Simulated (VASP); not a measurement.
Wanted: the native input for a VASP 6.6.1 run.

* Task: single point
* Functional: r2SCAN
* Potentials or basis: VASP PAW PBE potentials, release 64 (Ru_sv)
* Cutoff: 620 eV
* k mesh: 19 × 19 × 10
* Occupations: fermi-dirac, width 0.05 eV
* Spin: no spin polarisation
* Dipole correction: no
* Further INCAR settings: ALGO = Normal; EDIFF = 1e-06; NBANDS = 23

The system is Ru.

```xyz
2
Lattice="2.7029 0.0000 0.0000 -1.3514 2.3408 0.0000 0.0000 0.0000 4.2644" Properties=species:S:1:pos:R:3 pbc="T T T"
Ru    0.0000    1.5605    1.0661
Ru    1.3514    0.7803    3.1983
```

The input as run:

POSCAR

```
Ru
1.0
    2.7028907931      0.0000000000      0.0000000000
   -1.3514453965      2.3407720905      0.0000000000
    0.0000000000      0.0000000000      4.2643690369
Ru
2
Direct
    0.3333333333      0.6666666667      0.2500000000
    0.6666666667      0.3333333333      0.7500000000
```

INCAR.step1

```
SYSTEM = Ru
PREC     = Accurate       ! precision mode
ENCUT    = 620            ! plane-wave cutoff, eV
ISMEAR   = -1             ! smearing method
SIGMA    = 0.05           ! smearing width, eV
LREAL    = .False.        ! projectors in reciprocal space
LASPH    = .True.         ! aspherical terms in the spheres
NELM     = 120            ! most SCF steps
NBANDS   = 23             ! bands
GGA      = PE             ! functional
ALGO     = Normal         ! electronic algorithm
EDIFF    = 1E-5           ! SCF threshold, eV
LWAVE    = .True.         ! write WAVECAR
LCHARG   = .False.        ! write CHGCAR
GGA_COMPAT= .False.
```

INCAR.step2

```
SYSTEM = Ru
PREC     = Accurate       ! precision mode
ENCUT    = 620            ! plane-wave cutoff, eV
EDIFF    = 1E-6           ! SCF threshold, eV
ISMEAR   = -1             ! smearing method
SIGMA    = 0.05           ! smearing width, eV
LREAL    = .False.        ! projectors in reciprocal space
LASPH    = .True.         ! aspherical terms in the spheres
NELM     = 120            ! most SCF steps
ALGO     = Normal         ! electronic algorithm
ISIF     = 2              ! what is computed and relaxed
LWAVE    = .False.        ! write WAVECAR
LCHARG   = .False.        ! write CHGCAR
METAGGA  = R2SCAN         ! meta-GGA
LMIXTAU  = .True.       
NBANDS   = 23             ! bands
ISTART   = 1            
GGA_COMPAT= .False.
```

KPOINTS

```
Automatic mesh
0
Gamma
  19 19 10
  0 0 0
```

Potentials or basis: VASP PAW PBE potentials, release 64 (Ru_sv).

Command:

```sh
$ cat potpaw_PBE.64/Ru_sv/POTCAR > POTCAR
$ cp INCAR.step1 INCAR
$ mpirun -np 1 vasp_std > vasp.out
$ cp INCAR.step2 INCAR
$ mpirun -np 1 vasp_std > vasp.out
```

Results of the run:

The pressure is 0.1 GPa and the band gap on the k mesh is zero (bands 16 and 17 overlap by 3.27 eV).

Caveat: the PAW data sets were made with another functional, which shifts forces and pressure a little.

Run time: 7.7 min on 1 thread of AMD EPYC 7R13 Processor (Zen 3), on a shared host, peak memory 0.24 GiB.
